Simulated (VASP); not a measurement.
Set up this calculation in VASP 6.6.1, as the native input.

- Task: single point
- Functional: PBEsol
- Potentials or basis: VASP PAW PBE potentials, release 64 (Ba_sv, Ti_sv, O)
- Cutoff: 520 eV
- k mesh: 7 × 7 × 7
- Occupations: fermi-dirac, width 0.08 eV
- Spin: no spin polarisation
- Dipole correction: no
- Further INCAR settings: ALGO = Normal; EDIFF = 1e-07; NBANDS = 28

The structure of BaTiO3 lies in POSCAR:

```
BaTiO3
1.0
    4.0524349834      0.0000000000      0.0000000000
    0.0000000000      4.0524349834      0.0000000000
    0.0000000000      0.0000000000      4.0708744846
Ba Ti O
1 1 3
Direct
    0.0000000000      0.0000000000      0.0000000000
    0.5000000000      0.5000000000      0.4820000000
    0.5000000000      0.5000000000      0.0160000000
    0.5000000000      0.0000000000      0.5150000000
    0.0000000000      0.5000000000      0.5150000000
```

The input as run:

INCAR

```
  PREC = Accurate
  ENCUT = 520
  EDIFF = 1E-7
  ISMEAR = -1
  SIGMA = 0.08
  LREAL = F
  LASPH = T
  NELM = 60
  ALGO = Normal
  ISIF = 2
  LWAVE = F
  LCHARG = T
  GGA = PS
  LELF = T
  LVHAR = T
  NBANDS = 28
```

KPOINTS

```
regular mesh
0
Gamma
  7 7 7
```

Potentials or basis: VASP PAW PBE potentials, release 64 (Ba_sv, Ti_sv, O).

Launch:

```console
$ cat potpaw_PBE.64/Ba_sv/POTCAR potpaw_PBE.64/Ti_sv/POTCAR potpaw_PBE.64/O/POTCAR > POTCAR
$ mpirun -np 1 vasp_std > vasp.out
```

Results of the run:

```yaml
Pressure: -7.8 GPa
Largest_force: 0.637 eV/Å
Band_gap_on_the_k_mesh: 1.75 eV (least direct gap 2.01 eV)
```

Caveat: the cell stands under tension; the PAW data sets were made with another functional, which shifts forces and pressure a little; spin-orbit coupling is left out, which moves the levels of the heavy elements.

Wall time 110 s on 1 thread of Intel Xeon 8259CL (shared host), peak memory 0.22 GiB.
